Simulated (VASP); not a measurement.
# WSe (P6_3/mmc) in VASP: single point with PBEsol+U

Aim: the single point of WSe with PBEsol+U.

All numbers are computed with VASP 6.6.1; they aren't measurements. Logs are shortened: lines on timing, memory, paths and dates and some standing lists are left out, and cuts for length are marked.

### Step 1. The cell of the first run

Symmetry: P6_3/mmc, No. 194, hexagonal system. The conventional cell has a = 3.104 Å, b = 3.104 Å, c = 7.637 Å, α = 90.00°, β = 90.00°, γ = 120.00°. W (site symmetry -3m) has 6 Se at 2.62 Å and 6 W at 3.10 Å within 3.5 Å. Within 3.5 Å of Se (site symmetry -6m2) lie 6 W at 2.62 Å and 6 Se at 3.10 Å.

### Step 2. Single point, PBEsol+U

Contents of INCAR:

```
PREC     = Accurate       # precision mode
ENCUT    = 520            # plane-wave cutoff, eV
EDIFF    = 1E-7           # SCF threshold, eV
ISMEAR   = 0              # smearing method
SIGMA    = 0.05           # smearing width, eV
LREAL    = F              # projectors in reciprocal space
LASPH    = T              # aspherical terms in the spheres
NELM     = 150            # most SCF steps
ALGO     = Normal         # electronic algorithm
ISIF     = 2              # what is computed and relaxed
LWAVE    = F              # write WAVECAR
LCHARG   = F              # write CHGCAR
LMAXMIX  = 4              # l up to which the mixer works
LDAU     = T              # DFT+U
LDAUTYPE = 2            
LDAUL    = 2 -1           # shell
LDAUU    = 4 0            # U, eV
LDAUJ    = 0 0          
LDAUPRINT= 1            
GGA      = PS             # functional
NBANDS   = 28             # bands
```

Contents of KPOINTS:

```
Automatic mesh
0
Gamma
  18 18 6
```

Contents of POSCAR:

```
WSe
1.0
    3.1036815592      0.0000000000      0.0000000000
   -1.5518407796      2.6878670756      0.0000000000
    0.0000000000      0.0000000000      7.6369321866
W Se
2 2
Direct
    0.0000000000      0.0000000000      0.0000000000
    0.0000000000      0.0000000000      0.5000000000
    0.3333333333      0.6666666667      0.2500000000
    0.6666666667      0.3333333333      0.7500000000
```

Potentials or basis: VASP PAW PBE potentials, release 64 (W_sv, Se).

Command:

```sh
> cat potpaw_PBE.64/W_sv/POTCAR potpaw_PBE.64/Se/POTCAR > POTCAR
> mpirun -np 1 vasp_std > vasp.out
```

OUTCAR:

```text
PREC = Accurate
   ENCUT = 520
   EDIFF = 1E-7
   ISMEAR = 0
   LREAL = F
   LASPH = T
   NELM = 150
   ISIF = 2
   GGA = PS

 ion  position               nearest neighbor table
   1  0.000  0.000  0.000-   3 2.62   4 2.62   4 2.62   3 2.62   4 2.62   3 2.62
   2  0.000  0.000  0.500-   3 2.62   4 2.62   4 2.62   3 2.62   4 2.62   3 2.62
   3  0.333  0.667  0.250-   1 2.62   2 2.62   1 2.62   2 2.62   1 2.62   2 2.62
   4  0.667  0.333  0.750-   1 2.62   2 2.62   1 2.62   2 2.62   1 2.62   2 2.62

  LATTYP: Found a hexagonal cell.
 ALAT       =     3.1036815592
 C/A-ratio  =     2.4606042988

  Lattice vectors:

 A1 = (   3.1036815592,   0.0000000000,   0.0000000000)
 A2 = (  -1.5518407796,   2.6878670756,   0.0000000000)
 A3 = (   0.0000000000,   0.0000000000,   7.6369321866)

Analysis of symmetry for initial positions (statically):
=====================================================================
 Subroutine PRICEL returns:
 Original cell was already a primitive cell.

 Routine SETGRP: Setting up the symmetry group for a
 hexagonal supercell.

 Subroutine GETGRP returns: Found 24 space group operations
 (whereof 12 operations were pure point group operations)
 out of a pool of 24 trial point group operations.

The static configuration has the point symmetry D_3d.
 The point group associated with its full space group is D_6h.

Analysis of symmetry for dynamics (positions and initial velocities):
=====================================================================
 Subroutine PRICEL returns:
 Original cell was already a primitive cell.

 Routine SETGRP: Setting up the symmetry group for a
 hexagonal supercell.

 Subroutine GETGRP returns: Found 24 space group operations
 (whereof 12 operations were pure point group operations)
 out of a pool of 24 trial point group operations.

The dynamic configuration has the point symmetry D_3d.
 The point group associated with its full space group is D_6h.

 Subroutine INISYM returns: Found 24 space group operations
 (whereof 12 operations are pure point group operations),
 and found     1 'primitive' translations

----------------------------------------------------------------------------------------

                                     Primitive cell

  volume of cell :      63.7095

  direct lattice vectors                    reciprocal lattice vectors
     3.103681559  0.000000000  0.000000000     0.322198003  0.186021104  0.000000000
    -1.551840780  2.687867076  0.000000000     0.000000000  0.372042207  0.000000000
     0.000000000  0.000000000  7.636932187     0.000000000  0.000000000  0.130942632

  length of vectors
     3.103681559  3.103681559  7.636932187     0.372042207  0.372042207  0.130942632

  position of ions in fractional coordinates (direct lattice)
     0.000000000  0.000000000  0.000000000
     0.000000000  0.000000000  0.500000000
     0.333333333  0.666666667  0.250000000
     0.666666667  0.333333333  0.750000000

  ion indices of the primitive-cell ions
   primitive index   ion index
                 1           1
                 2           2
                 3           3
                 4           4

[... 95 lines left out ...]
   LORBIT       =      0    0 simple, 1 ext, 2 COOP (PROOUT), +10 PAW based schemes
 LDA+U is selected, type is set to LDAUTYPE =  2
   angular momentum for each species LDAUL =     2   -1
   U (eV)           for each species LDAUU =   4.0  0.0
   J (eV)           for each species LDAUJ =   0.0  0.0
   GGA     = PS    functional components
   LHFCALC =     F    Hartree Fock is set to
   AEXX    =    0.0000 exact exchange contribution
   IVDW    =     0    specifies the selected vdW correction
   LEPSILON=     F    determine dielectric tensor
   LRPA    =     F    only Hartree local field effects (RPA)
 non-spin polarized calculation
 Gauss-broadening in eV      SIGMA  =   0.05
  energy-cutoff  :      520.00
  volume of cell :       63.71
 maximum number of plane-waves:      1736
 NGX is ok and might be reduce to    24
   NGX = 11   NGY = 11   NGZ = 29

atom =   1  type =  1  l = 2

 onsite density matrix

spin component  1

  0.3482  0.0000  0.0000  0.0342  0.0000
  0.0000  0.2780  0.0000 -0.0000  0.0342
  0.0000  0.0000  0.4650  0.0000  0.0000
  0.0342 -0.0000  0.0000  0.2780 -0.0000
  0.0000  0.0342  0.0000 -0.0000  0.3482

spin component  2

  0.3482  0.0000  0.0000  0.0342  0.0000
  0.0000  0.2780  0.0000 -0.0000  0.0342
  0.0000  0.0000  0.4650  0.0000  0.0000
  0.0342 -0.0000  0.0000  0.2780 -0.0000
  0.0000  0.0342  0.0000 -0.0000  0.3482

 occupancies and eigenvectors

  o =  0.2641  v =  0.3764 -0.0000 -0.0000 -0.9265  0.0000  0.0000  0.0000  0.0000  0.0000  0.0000      0.0000  0.0000  0.0000  0.0000  0.0000  0.0000  0.0000  0.0000  0.0000  0.0000
  o =  0.2641  v =  0.0000  0.0000  0.0000  0.0000  0.0000  0.3764 -0.0000 -0.0000 -0.9265  0.0000      0.0000  0.0000  0.0000  0.0000  0.0000  0.0000  0.0000  0.0000  0.0000  0.0000
  o =  0.2641  v =  0.0000  0.9265  0.0000 -0.0000 -0.3764  0.0000  0.0000  0.0000  0.0000  0.0000      0.0000  0.0000  0.0000  0.0000  0.0000  0.0000  0.0000  0.0000  0.0000  0.0000
  o =  0.2641  v =  0.0000  0.0000  0.0000  0.0000  0.0000  0.0000  0.9265  0.0000 -0.0000 -0.3764      0.0000  0.0000  0.0000  0.0000  0.0000  0.0000  0.0000  0.0000  0.0000  0.0000
  o =  0.3621  v =  0.0000  0.0000  0.0000  0.0000  0.0000  0.9265  0.0000 -0.0000  0.3764  0.0000      0.0000  0.0000  0.0000  0.0000  0.0000  0.0000  0.0000  0.0000  0.0000  0.0000
  o =  0.3621  v =  0.9265  0.0000 -0.0000  0.3764  0.0000  0.0000  0.0000  0.0000  0.0000  0.0000      0.0000  0.0000  0.0000  0.0000  0.0000  0.0000  0.0000  0.0000  0.0000  0.0000
  o =  0.3621  v =  0.0000 -0.3764  0.0000  0.0000 -0.9265  0.0000  0.0000  0.0000  0.0000  0.0000      0.0000  0.0000  0.0000  0.0000  0.0000  0.0000  0.0000  0.0000  0.0000  0.0000
  o =  0.3621  v =  0.0000  0.0000  0.0000  0.0000  0.0000  0.0000 -0.3764  0.0000  0.0000 -0.9265      0.0000  0.0000  0.0000  0.0000  0.0000  0.0000  0.0000  0.0000  0.0000  0.0000
  o =  0.4650  v =  0.0000  0.0000  0.0000  0.0000  0.0000  0.0000  0.0000  1.0000  0.0000  0.0000      0.0000  0.0000  0.0000  0.0000  0.0000  0.0000  0.0000  0.0000  0.0000  0.0000
  o =  0.4650  v =  0.0000  0.0000  1.0000  0.0000  0.0000  0.0000  0.0000  0.0000  0.0000  0.0000      0.0000  0.0000  0.0000  0.0000  0.0000  0.0000  0.0000  0.0000  0.0000  0.0000

atom =   2  type =  1  l = 2

 onsite density matrix

spin component  1

  0.3482  0.0000 -0.0000 -0.0342  0.0000
  0.0000  0.2780 -0.0000 -0.0000 -0.0342
 -0.0000 -0.0000  0.4650 -0.0000  0.0000
 -0.0342 -0.0000 -0.0000  0.2780  0.0000
  0.0000 -0.0342  0.0000  0.0000  0.3482

spin component  2

  0.3482  0.0000 -0.0000 -0.0342  0.0000
  0.0000  0.2780 -0.0000 -0.0000 -0.0342
 -0.0000 -0.0000  0.4650 -0.0000  0.0000
 -0.0342 -0.0000 -0.0000  0.2780  0.0000
  0.0000 -0.0342  0.0000  0.0000  0.3482

 occupancies and eigenvectors

  o =  0.2641  v =  0.3764  0.0000 -0.0000  0.9265  0.0000  0.0000  0.0000  0.0000  0.0000  0.0000      0.0000  0.0000  0.0000  0.0000  0.0000  0.0000  0.0000  0.0000  0.0000  0.0000
  o =  0.2641  v =  0.0000  0.0000  0.0000  0.0000  0.0000  0.3764  0.0000 -0.0000  0.9265  0.0000      0.0000  0.0000  0.0000  0.0000  0.0000  0.0000  0.0000  0.0000  0.0000  0.0000
  o =  0.2641  v = -0.0000  0.9265 -0.0000 -0.0000  0.3764  0.0000  0.0000  0.0000  0.0000  0.0000      0.0000  0.0000  0.0000  0.0000  0.0000  0.0000  0.0000  0.0000  0.0000  0.0000
  o =  0.2641  v =  0.0000  0.0000  0.0000  0.0000  0.0000 -0.0000  0.9265 -0.0000 -0.0000  0.3764      0.0000  0.0000  0.0000  0.0000  0.0000  0.0000  0.0000  0.0000  0.0000  0.0000
  o =  0.3621  v =  0.0000  0.0000  0.0000  0.0000  0.0000  0.9265  0.0000  0.0000 -0.3764 -0.0000      0.0000  0.0000  0.0000  0.0000  0.0000  0.0000  0.0000  0.0000  0.0000  0.0000
  o =  0.3621  v =  0.9265  0.0000  0.0000 -0.3764 -0.0000  0.0000  0.0000  0.0000  0.0000  0.0000      0.0000  0.0000  0.0000  0.0000  0.0000  0.0000  0.0000  0.0000  0.0000  0.0000
  o =  0.3621  v =  0.0000 -0.3764 -0.0000 -0.0000  0.9265  0.0000  0.0000  0.0000  0.0000  0.0000      0.0000  0.0000  0.0000  0.0000  0.0000  0.0000  0.0000  0.0000  0.0000  0.0000
  o =  0.3621  v =  0.0000  0.0000  0.0000  0.0000  0.0000  0.0000 -0.3764 -0.0000 -0.0000  0.9265      0.0000  0.0000  0.0000  0.0000  0.0000  0.0000  0.0000  0.0000  0.0000  0.0000
  o =  0.4650  v =  0.0000  0.0000  0.0000  0.0000  0.0000 -0.0000 -0.0000  1.0000 -0.0000  0.0000      0.0000  0.0000  0.0000  0.0000  0.0000  0.0000  0.0000  0.0000  0.0000  0.0000
  o =  0.4650  v = -0.0000 -0.0000  1.0000 -0.0000  0.0000  0.0000  0.0000  0.0000  0.0000  0.0000      0.0000  0.0000  0.0000  0.0000  0.0000  0.0000  0.0000  0.0000  0.0000  0.0000

 number of electron      40.0000003 magnetization

 Free energy of the ion-electron system (eV)
  ---------------------------------------------------
  ext. energy  EPLUGINS =         0.00000000
  ---------------------------------------------------
  free energy    TOTEN  =       -24.66997736 eV

  energy without entropy =      -24.66531201  energy(sigma->0) =      -24.66764468

 E-fermi :  10.7130     XC(G=0): -12.7510

 val. band max:       10.7078376250   @ k =   0.2778   0.2222   0.3333
 cond. band min:      10.7144622371   @ k =   0.1667   0.1111   0.0000
 fundamental gap:      0.0066246121
 Fermi energy:        10.7129710369

 k-point     1 :       0.0000    0.0000    0.0000
  band No.  band energies     occupation
      1     -64.3312      2.00000
      2     -64.3307      2.00000
      3     -28.6531      2.00000
      4     -28.6026      2.00000
      5     -28.3408      2.00000
      6     -28.3408      2.00000
[... 733 lines left out ...]
     27      15.5426      0.00000
     28      15.5521      0.00000

 [... further k-points ...]
[... 5 lines left out ...]
  --------------------------------------------------------------------------------------
  -------------------------------------------------------------------------------------
  Total        1.4729119      1.4729119      4.0945709     -0.0000000     -0.0000000      0.0000000
  in kB       37.0410669     37.0410669    102.9710409     -0.0000000     -0.0000000      0.0000000
  external PRESSURE =      59.0177249 kB  Pullay stress =       0.0000000 kB

 VOLUME and BASIS-vectors are now :
 -----------------------------------------------------------------------------
  energy-cutoff  :      520.00
  volume of cell :       63.71
      direct lattice vectors                 reciprocal lattice vectors
     3.103681559  0.000000000  0.000000000     0.322198003  0.186021104  0.000000000
    -1.551840780  2.687867076  0.000000000     0.000000000  0.372042207  0.000000000
     0.000000000  0.000000000  7.636932187     0.000000000  0.000000000  0.130942632

 POSITION                                       TOTAL-FORCE (eV/Angst)
 -----------------------------------------------------------------------------------
      0.00000      0.00000      0.00000        -0.000000     -0.000000     -0.000000
      0.00000      0.00000      3.81847        -0.000000     -0.000000     -0.000000
     -0.00000      1.79191      1.90923        -0.000000     -0.000000      0.000000
      1.55184      0.89596      5.72770         0.000000      0.000000      0.000000
 -----------------------------------------------------------------------------------
    total drift:                               -0.000000      0.000000      0.000000

  FREE ENERGIE OF THE ION-ELECTRON SYSTEM (eV)
  ---------------------------------------------------
  free  energy   TOTEN  =       -24.6699773568 eV

  energy  without entropy=      -24.6653120130  energy(sigma->0) =      -24.66764468
```

Run time: 4.3 min. Hardware: 1 thread of Oxide Virtual Turin-like, shared host; peak memory 0.31 GiB.

What came out:

| Item | Value |
| --- | --- |
| Free energy | -24.6700 eV |
| Pressure | 5.9 GPa |
| Band gap on the k mesh | zero (bands 20 and 21 overlap by 1.43 eV) |

Stress tensor (GPa, compression positive):
```
 3.70  0.00  0.00
 0.00  3.70  0.00
 0.00  0.00 10.30
```

Eigenvalues of the final occupation matrices:
```
    site  spin  trace               eigenvalues
site 1 d     1   1.72  0.26 0.26 0.36 0.36 0.47
site 1 d     2   1.72  0.26 0.26 0.36 0.36 0.47
site 2 d     1   1.72  0.26 0.26 0.36 0.36 0.47
site 2 d     2   1.72  0.26 0.26 0.36 0.36 0.47
```

Caveat: the stress differs along the axes, from 4 to 10 GPa; the PAW data sets were made with another functional, which shifts forces and pressure a little; spin-orbit coupling is left out, which moves the levels of the heavy elements; U without spin polarisation on a metal has little footing.
